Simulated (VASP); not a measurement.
**Zn4HO4 (a cell with a defect): single point with PBEsol**

The system is Zn4HO4 (a cell with a defect).

```xyz
9
Lattice="5.5148 0.0000 0.0000 0.0000 5.5148 0.0000 0.0000 0.0000 3.2430" Properties=species:S:1:pos:R:3 pbc="T T T"
Zn    1.0041    1.0041    1.6215
Zn    4.5108    4.5108    1.6215
Zn    3.7615    1.7533    0.0000
Zn    1.7533    3.7615    0.0000
O     4.5111    1.0037    1.6215
O     1.0037    4.5111    1.6215
O     3.7611    3.7611    0.0000
O     1.7537    1.7537    0.0000
H     5.5150   -2.3052    1.2972
```

* Program: VASP 6.6.1
* Task: single point
* Functional: PBEsol
* Potentials or basis: VASP PAW PBE potentials, release 64 (Zn, O, H)
* Cutoff: 520 eV
* k mesh: 4 × 4 × 8
* Occupations: gaussian, width 0.05 eV
* Spin: no spin polarisation
* Dipole correction: no
* Further INCAR settings: ALGO = Normal; EDIFF = 1e-06; NBANDS = 46

| Property | Result |
| --- | --- |
| Pressure | 5.0 GPa |
| Largest force | 0.891 eV/Å |

Forces in eV/Å, atoms in the order of the input:
```
Zn  -0.111  0.600 -0.008
Zn  -0.669  0.461  0.147
Zn   0.063  0.092  0.002
Zn   0.413 -0.357 -0.092
O   -0.149 -0.677  0.049
O    0.709  0.503  0.194
O   -0.707  0.249 -0.220
O    0.246 -0.109 -0.071
H    0.207 -0.761 -0.002
```

Stress tensor (GPa, compression positive):
```
 6.50 -0.17  0.07
-0.17  3.26  0.46
 0.07  0.46  5.25
```

Levels at points of the mesh, in eV from the Fermi level:
```csv
k point,band 32,band 33,band 34,band 35,band 36,band 37,band 38,band 39,band 40,band 41
"(0.00, 0.00, 0.00)",-2.35,-2.23,-1.75,-1.72,-1.61,-1.49,2.31,3.56,3.78,5.26
"(0.50, 0.00, 0.00)",-3.06,-2.29,-2.02,-2.01,-1.86,0.05,1.54,3.07,4.34,5.83
"(0.00, 0.50, 0.00)",-2.99,-2.25,-2.09,-1.90,-1.80,-0.33,1.59,3.31,4.33,5.03
"(0.50, 0.50, 0.00)",-2.62,-2.38,-2.33,-2.32,-2.26,-0.18,2.61,2.63,3.02,5.70
"(0.00, 0.00, 0.50)",-3.52,-3.37,-3.25,-2.93,-2.80,0.69,4.08,5.09,6.18,6.35
"(0.50, 0.00, 0.50)",-3.51,-3.33,-3.03,-2.65,-2.51,0.52,4.32,4.62,5.05,6.01
"(0.00, 0.50, 0.50)",-3.36,-3.28,-3.07,-2.69,-2.51,0.10,4.11,4.28,5.11,5.80
"(0.50, 0.50, 0.50)",-3.07,-2.87,-2.85,-2.83,-2.74,-0.32,3.57,4.29,4.34,5.49
```

Wall time 7.3 min on 1 thread of Intel Xeon 8259CL (shared host), peak memory 0.36 GiB.

Caveat: the PAW data sets were made with another functional, which shifts forces and pressure a little; an odd number of electrons without spin polarisation forces a metal; a magnetic or distorted state may lie lower.
